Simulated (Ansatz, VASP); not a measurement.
ZnSe: VASP beside Ansatz

INCAR

```
SYSTEM = ZnSe
ALGO = Normal
EDIFF = 1E-7
ENCUT = 520
GGA = PE
ISIF = 2
ISMEAR = 0
LASPH = .True.
LCHARG = .False.
LREAL = .False.
LWAVE = .False.
NBANDS = 26
NELM = 100
PREC = Accurate
SIGMA = 0.02
```

KPOINTS

```
k-points
0
Gamma
  8 8 6
  0 0 0
```

File POSCAR:

```
ZnSe
1.0
    4.2687239184      0.0000000000      0.0000000000
    0.0000000000      4.2687239184      0.0000000000
    0.0000000000      0.0000000000      6.3993629700
Zn Se
2 2
Direct
    0.0000000000      0.0000000000      0.0000000000
    0.5000000000      0.5000000000      0.0000000000
    0.0000000000      0.5000000000      0.2812256019
    0.5000000000      0.0000000000      0.7187743981
```

Input for Ansatz:

```yaml
crystal:
  lattice:
    - [4.2687239184, 0.0, 0.0]
    - [0.0, 4.2687239184, 0.0]
    - [0.0, 0.0, 6.39936297]
  atoms:
    - { symbol: Zn, position: [0.0, 0.0, 0.0] }
    - { symbol: Zn, position: [0.5, 0.5, 0.0] }
    - { symbol: Se, position: [0.0, 0.5, 0.2812256019] }
    - { symbol: Se, position: [0.5, 0.0, 0.7187743981] }
basis:
  ecutwfc: 420
kpoints:
  mp_grid: { grid: [8, 8, 6] }
hamiltonian:
  xc: pbe
scf:
  occupations: { method: gaussian, width: 0.02 }
output:
  forces: true
  stress: true
  eigenvalues: true
```

Alike in both runs: task single point; functional PBE; k mesh 8 × 8 × 6; occupations gaussian, width 0.02 eV; no spin polarisation.

```csv
,VASP,Ansatz
version,VASP 6.6.1,Ansatz 0.2.0
potentials or method,"VASP PAW PBE potentials, release 64 (Zn, Se), cutoff 520 eV","scalar-relativistic, plane waves, PAW"
valence electrons in the cell,36,56
```

|  | VASP | Ansatz | Ansatz less VASP |
| --- | --- | --- | --- |
| gap on the k mesh at the Fermi level (eV) | 1.07 | 1.07 | +0.001 |
| least direct gap on the mesh (eV) | 1.07 | 1.07 | +0.001 |
| pressure (GPa) | -8.2 | -8.2 | -0.06 |
| traceless stress, the component that is largest in VASP (GPa) | -3.31 | -3.33 | -0.015 |
| rms of the force components (eV/Å) | 0.956 | 0.961 | +0.0055 |

Atom by atom the forces differ by 0.005 eV/Å (rms over components). VASP's potentials hold 36 valence electrons a cell and Ansatz's 56, so a difference there can come from the potentials and not from the codes.
